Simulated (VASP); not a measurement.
Write the native input for VASP 6.6.1 that does the following.

| Quantity | Value |
| --- | --- |
| Task | relaxation of cell and atoms |
| Functional | PBEsol |
| Potentials or basis | VASP PAW PBE potentials, release 64 (Ti_sv) |
| Cutoff | 500 eV |
| k mesh | 11 × 11 × 11 |
| Occupations | fermi-dirac, width 0.1 eV |
| Spin | no spin polarisation |
| Dipole correction | no |
| Further INCAR settings | ALGO = Normal; EDIFF = 1e-07; IBRION = 2; EDIFFG = -0.02; NSW = 60; ISIF = 3 |

The structure of Ti lies in POSCAR:

```
Ti
1.0
   -1.6400000000      1.6400000000      1.6400000000
    1.6400000000     -1.6400000000      1.6400000000
    1.6400000000      1.6400000000     -1.6400000000
Ti
1
Direct
    0.0000000000      0.0000000000      0.0000000000
```

This isn't the form of Ti at room conditions, which is hcp.

One way to write it, as run:

INCAR

```
SYSTEM = Ti
  ALGO = Normal
  EDIFF = 1E-7
  EDIFFG = -0.02
  ENCUT = 500
  GGA = PS
  GGA_COMPAT = .False.
  IBRION = 2
  ISIF = 3
  ISMEAR = -1
  LASPH = .True.
  LCHARG = .False.
  LREAL = .False.
  LWAVE = .False.
  NELM = 120
  NELMIN = 4
  NSW = 60
  PREC = Accurate
  SIGMA = 0.1
```

KPOINTS

```
k-points
0
Gamma
  11 11 11
  0 0 0
```

Potentials or basis: VASP PAW PBE potentials, release 64 (Ti_sv).

The run is started by

```console
$ cat potpaw_PBE.64/Ti_sv/POTCAR > POTCAR
$ mpirun -np 1 vasp_std > vasp.out
```

Results of the run:

| Property | Result |
| --- | --- |
| Relaxed volume | 16.56 Å³/atom |
| Relaxed cell | a = 2.781 Å, b = 2.781 Å, c = 2.781 Å, α = 109.47°, β = 109.47°, γ = 109.47° |
| Space group after relaxing (to 0.1 Å) | Im-3m (No. 229) |
| Energy gained by relaxing | 22.8 meV/atom |
| Ionic steps | 3 |
| Pressure after relaxing | 0.0 GPa |
| Band gap on the k mesh | zero (bands 6 and 7 overlap by 1.69 eV) |

Caveat: the PAW data sets were made with another functional, which shifts forces and pressure a little.

It took 21 s on 1 thread of Intel(R) Xeon(R) Platinum 8488C (Sapphire Rapids), on a shared host, peak memory 0.15 GiB.
